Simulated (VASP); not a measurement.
Set up this calculation in VASP 6.6.1, as the native input.

* Task: single point
* Functional: PBEsol
* Potentials or basis: VASP PAW PBE potentials, release 64 (Pb_d)
* Cutoff: 520 eV
* k mesh: 16 × 16 × 16
* Occupations: gaussian, width 0.15 eV
* Spin: no spin polarisation
* Dipole correction: no
* Further INCAR settings: ALGO = Fast; EDIFF = 1e-06; NBANDS = 13

The structure of Pb lies in POSCAR:

```
Pb
1.0
    0.0000000000      2.4698000000      2.5315450000
    2.4698000000      0.0000000000      2.5315450000
    2.4698000000      2.4698000000      0.0000000000
Pb
1
Direct
    0.0000000000      0.0000000000      0.0000000000
```

This cell differs from its parent crystal: strain +0.000 along x and y, +0.025 along z.

One way to write it, as run:

INCAR

```
PREC = Accurate
ENCUT = 520
EDIFF = 1E-6
ISMEAR = 0
SIGMA = 0.15
LREAL = False
LASPH = True
NELM = 60
ALGO = Fast
ISIF = 2
LWAVE = False
LCHARG = False
GGA = PS
NBANDS = 13
```

KPOINTS

```
Automatic mesh
0
Gamma
  16 16 16
```

Potentials or basis: VASP PAW PBE potentials, release 64 (Pb_d).

Run with:

```console
$ cat potpaw_PBE.64/Pb_d/POTCAR > POTCAR
$ mpirun -np 1 vasp_std > vasp.out
```

It gave:

- Pressure: -1.4 GPa
- Band gap on the k mesh: zero (band 7 reaches 14.15 eV, above the bottom of band 8 at 5.15 eV)

Caveat: the cell differs from its parent crystal (strain +0.000 along x and y, +0.025 along z); the PAW data sets were made with another functional, which shifts forces and pressure a little; spin-orbit coupling is left out, which moves the levels of the heavy elements.

Run time: 82 s on 1 thread of Intel(R) Xeon(R) 6975P-C (Granite Rapids), with other jobs on the host, peak memory 0.25 GiB.
